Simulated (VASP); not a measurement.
# CdGeAs2: single point with PBEsol

CdGeAs2:

```
Cd As Ge
1.0
     4.08093    0.00000    0.00000
     0.00000    4.08093    0.00000
     0.00000    0.00000    6.03872
Cd As Ge
1 2 1
Direct
  0.00000 0.00000 0.00000
  0.00000 0.50000 0.26460
  0.50000 0.00000 0.73540
  0.50000 0.50000 0.50000
```

```json
{"Program": "VASP 6.6.1", "Task": "single point", "Functional": "PBEsol", "Potentials or basis": "VASP PAW PBE potentials, release 64 (Cd, As, Ge_d)", "Cutoff": "500 eV", "k mesh": "6 × 6 × 4", "Occupations": "fermi-dirac, width 0.02 eV", "Spin": "no spin polarisation", "Dipole correction": "no", "Further INCAR settings": "ALGO = Normal; EDIFF = 1e-06; NBANDS = 26"}
```

```json
{
 "Pressure": "0.2 GPa",
 "Largest force": "0.016 eV/Å",
 "Band gap on the k mesh": "zero (bands 18 and 19 overlap by 0.34 eV)"
}
```

Forces in eV/Å, atoms in the order of the input:
```
Cd   0.000  0.000  0.000
As   0.000  0.000  0.016
As   0.000  0.000 -0.016
Ge   0.000  0.000  0.000
```

Levels at points of the mesh, in eV from the Fermi level:
```
           k point  band 14  band 15  band 16  band 17  band 18  band 19  band 20  band 21  band 22  band 23
(0.00, 0.00, 0.00)    -3.18    -3.18    -1.00    -0.43     0.11     0.11     0.61     2.23     3.27     3.27
(0.50, 0.00, 0.00)    -4.25    -3.60    -3.54    -2.45    -0.34     0.62     3.81     4.10     4.31     4.86
(0.50, 0.50, 0.00)    -4.67    -3.96    -2.89    -2.89    -1.95     0.96     1.17     1.17     2.20     7.57
(0.00, 0.00, 0.50)    -3.65    -2.82    -2.82    -0.88    -0.88     0.67     0.84     3.37     4.16     5.06
(0.50, 0.00, 0.50)    -5.56    -2.44    -1.85    -1.14    -0.68    -0.23     1.63     3.23     3.52     5.00
(0.50, 0.50, 0.50)    -4.25    -4.15    -3.45    -3.45    -3.06     2.48     3.68     3.68     4.78     4.78
```

Wall time 65 s on 1 thread of Intel(R) Xeon(R) Platinum 8259CL CPU @ 2.50GHz (Skylake/Cascade Lake), with other jobs on the host, peak memory 0.24 GiB.

Caveat: the PAW data sets were made with another functional, which shifts forces and pressure a little.
